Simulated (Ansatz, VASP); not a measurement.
Given: the input of a run of VASP 6.6.1 on BN.

Contents of INCAR:

```
ALGO = Normal
EDIFF = 1E-7
EDIFFG = -0.01
ENCUT = 910
GGA = RE
GGA_COMPAT = F
IBRION = 2
ISIF = 3
ISMEAR = -1
LASPH = T
LCHARG = F
LREAL = F
LWAVE = F
NELM = 120
NELMIN = 4
NSW = 60
PREC = Accurate
SIGMA = 0.05
```

File KPOINTS:

```
k-points
0
Gamma
  12 12 4
```

The input POSCAR:

```
BN
1.0
    2.4982400000      0.0000000000      0.0000000000
   -1.2491200000      2.1635393048      0.0000000000
    0.0000000000      0.0000000000      6.6357000000
N B
2 2
Direct
    0.6666666667      0.3333333333      0.2500000000
    0.3333333333      0.6666666667      0.7500000000
    0.6666666667      0.3333333333      0.7500000000
    0.3333333333      0.6666666667      0.2500000000
```

Potentials or basis: VASP PAW PBE potentials, release 64 (N_h, B_h).

The run is started by

```console
$ cat potpaw_PBE.64/N_h/POTCAR potpaw_PBE.64/B_h/POTCAR > POTCAR
$ mpirun -np 1 vasp_std > vasp.out
```

**Question.** Set up the same calculation for Ansatz 0.2.0. Potentials there: Ansatz PAW.

**Answer.** As run (the cutoff follows the program's own potentials):

input.yaml

```yaml
crystal:
  lattice:
    - [2.49824, 0.0, 0.0]
    - [-1.24912, 2.1635393048, 0.0]
    - [0.0, 0.0, 6.6357]
  atoms:
    - { symbol: "N", position: [0.6666666667, 0.3333333333, 0.25] }
    - { symbol: "N", position: [0.3333333333, 0.6666666667, 0.75] }
    - { symbol: B, position: [0.6666666667, 0.3333333333, 0.75] }
    - { symbol: B, position: [0.3333333333, 0.6666666667, 0.25] }
hamiltonian:
  xc: revpbe
  pseudopotentials: { kind: paw }
kpoints:
  mp_grid: { grid: [12, 12, 4] }
scf:
  occupations: { method: fermi_dirac, width: 0.05 }
output:
  forces: true
  stress: true
relax:
  f_tol: 0.01
  max_steps: 40
  cell: { stress_tol: 0.05 }
```

Potentials or basis: Ansatz PAW.

Launch:

```bash
$ ansatz run input.yaml --threads 2 --pin off --max-ram 5632MiB --backend cpu --events-out ev --progress --plain --runs-dir out
```

Both were run:

|  | VASP | Ansatz | Ansatz less VASP |
| --- | --- | --- | --- |
| relaxed volume (Å³/atom) | 10.09 | 14.14 | +4.053 |
| relaxed cell length with the largest relative difference (Å) | 7.346 | 10.273 | +2.9272 |

VASP's potentials were made for PBE, not for revPBE. One of these differences is far larger than is usual between the two programs; its cause wasn't traced.

Noted on VASP's run: the cutoff is short for stress, so the pressure is rough. Noted on Ansatz's run: the volume moved by over 15 % at a fixed basis, so the end points are rough; the plane-wave basis is chosen anew once the cell has moved, so the energies of steps on either side of that aren't comparable.
